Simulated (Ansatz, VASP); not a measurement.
Given: the input of a run of VASP 6.6.1 on Ti.

INCAR

```
PREC = Accurate
ENCUT = 600
EDIFF = 1E-6
ISMEAR = -1
SIGMA = 0.05
LREAL = False
LASPH = True
NELM = 80
ALGO = Normal
ISIF = 3
LWAVE = False
LCHARG = False
GGA = PS
IVDW = 12
IBRION = 2
NSW = 60
EDIFFG = -0.01
```

Contents of KPOINTS:

```
Automatic mesh
0
Gamma
  7 7 9
```

File POSCAR:

```
Ti
1.0
    4.5673748306      0.0000000000      0.0000000000
   -2.2836874153      3.9554626319      0.0000000000
    0.0000000000      0.0000000000      2.8262442700
Ti
3
Direct
    0.6666666667      0.3333333333      0.5000000000
    0.3333333333      0.6666666667      0.5000000000
    0.0000000000      0.0000000000      0.0000000000
```

Potentials or basis: VASP PAW PBE potentials, release 64 (Ti_sv).

Run with:

```console
$ cat potpaw_PBE.64/Ti_sv/POTCAR > POTCAR
$ mpirun -np 1 vasp_std > vasp.out
```

Q: Translate it to Ansatz 0.2.0. Potentials there: Ansatz PAW.

A: As run (the cutoff follows the program's own potentials):

File input.yaml:

```yaml
crystal:
  lattice:
    - [4.5673748306, 0.0, 0.0]
    - [-2.2836874153, 3.9554626319, 0.0]
    - [0.0, 0.0, 2.82624427]
  atoms:
    - { symbol: Ti, position: [0.6666666667, 0.3333333333, 0.5] }
    - { symbol: Ti, position: [0.3333333333, 0.6666666667, 0.5] }
    - { symbol: Ti, position: [0.0, 0.0, 0.0] }
hamiltonian:
  xc: pbesol
  pseudopotentials: { kind: paw }
  dispersion: d3bj
kpoints:
  mp_grid: { grid: [7, 7, 9] }
scf:
  occupations: { method: fermi_dirac, width: 0.05 }
output:
  forces: true
  stress: true
  eigenvalues: true
relax:
  f_tol: 0.01
  max_steps: 40
  cell: { stress_tol: 0.05 }
```

Potentials or basis: Ansatz PAW.

Command:

```console
$ ansatz run input.yaml --threads 1 --pin off --max-ram 3584MiB --backend cpu --events-out ev --progress --plain --runs-dir out
```

Both were run:

|  | VASP | Ansatz | Ansatz less VASP |
| --- | --- | --- | --- |
| gap on the k mesh at the Fermi level, each at its own relaxed structure (eV) | none | none | - |
| relaxed volume (Å³/atom) | 15.60 | 15.63 | +0.031 |
| relaxed cell length with the largest relative difference (Å) | 2.751 | 2.753 | +0.0020 |

VASP's potentials were made for PBE, not for PBEsol. A gap of «none» marks a metal or a gap that the smearing closes.

Noted on Ansatz's run: the plane-wave basis is chosen anew once the cell has moved, so the energies of steps on either side of that aren't comparable.
